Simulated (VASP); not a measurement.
Crystal: HfN.

```
Hf N
1.0
     2.76736    0.00000    0.00000
     0.00000    2.76736    0.00000
     0.00000    0.00000    2.76736
Hf N
1 1
Direct
  0.50000 0.50000 0.50000
  0.00000 0.00000 0.00000
```

Base run:

```yaml
Program: VASP 6.6.1
Functional: BLYP
Potentials_or_basis: VASP PAW PBE potentials, release 64 (Hf_pv, N)
Cutoff: 520 eV
k_mesh: 9 × 9 × 9
Occupations: fermi-dirac, width 0.05 eV
Spin: no spin polarisation
```

Its results: pressure 24.5 GPa.

Task: After a change of settings the same cell gave: pressure 4.6 GPa. Which change was it?
A. functional from BLYP to LDA; potentials or basis from VASP PAW PBE potentials, release 64 (Hf_pv, N) to VASP PAW LDA potentials, release 64 (Hf_pv, N)
B. functional from BLYP to PBE; further incar settings from ALGO = Normal; EDIFF = 1e-06; NBANDS = 14 to ALGO = Normal; EDIFF = 1e-07; NBANDS = 14
C. functional from BLYP to PBE0; k mesh from 9 × 9 × 9 to 5 × 5 × 5
D. functional from BLYP to PBE

Result: C.

Caveats: some runs use coarse meshes; the PAW data sets were made with another functional, which shifts forces and pressure a little.
